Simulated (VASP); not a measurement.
Wanted: the native input for a VASP 6.6.1 run.

```yaml
Task: single point
Functional: PBE
Dispersion: D3(BJ)
Potentials_or_basis: VASP PAW PBE potentials, release 64 (W_sv, S)
Cutoff: 520 eV
k_mesh: 12 × 12 × 2
Occupations: gaussian, width 0.02 eV
Spin: no spin polarisation
Dipole_correction: no
Further_INCAR_settings: ALGO = Normal; EDIFF = 1e-06; NBANDS = 49
```

The structure of WS2 lies in POSCAR:

```
WS2
1.0
    3.1543071032      0.0000000000      0.0000000000
   -1.5771535516      2.7317100827      0.0000000000
    0.0000000000      0.0000000000     18.8104432469
W S
3 6
Direct
    0.6666666667      0.3333333333      0.6597259989
    0.3333333333      0.6666666667      0.9826714450
    0.3333333333      0.6666666667      0.3367805527
    0.6666666667      0.3333333333      1.0664060319
    0.6666666667      0.3333333333      0.4205131843
    0.3333333333      0.6666666667      0.7434378569
    0.6666666667      0.3333333333      0.8989388135
    0.6666666667      0.3333333333      0.2530459659
    0.3333333333      0.6666666667      0.5760141409
```

These files were run (other wordings do the same):

INCAR

```
PREC = Accurate
ENCUT = 520
EDIFF = 1E-6
ISMEAR = 0
SIGMA = 0.02
LREAL = F
LASPH = T
NELM = 60
ALGO = Normal
ISIF = 2
LWAVE = F
LCHARG = F
GGA = PE
IVDW = 12
NBANDS = 49
```

KPOINTS

```
regular mesh
0
Gamma
  12 12 2
```

Potentials or basis: VASP PAW PBE potentials, release 64 (W_sv, S).

The run is started by

```console
$ cat potpaw_PBE.64/W_sv/POTCAR potpaw_PBE.64/S/POTCAR > POTCAR
$ mpirun -np 1 vasp_std > vasp.out
```

It gave:

The pressure is -0.1 GPa, the largest force is 0.008 eV/Å and the band gap on the k mesh is 1.01 eV (least direct gap 1.85 eV). The dispersion energy per atom is -0.421 eV.

Caveat: spin-orbit coupling is left out, which moves the levels of the heavy elements.

Wall time 9.2 min on 1 thread of AMD EPYC 7R13, with other jobs on the host, peak memory 0.37 GiB.
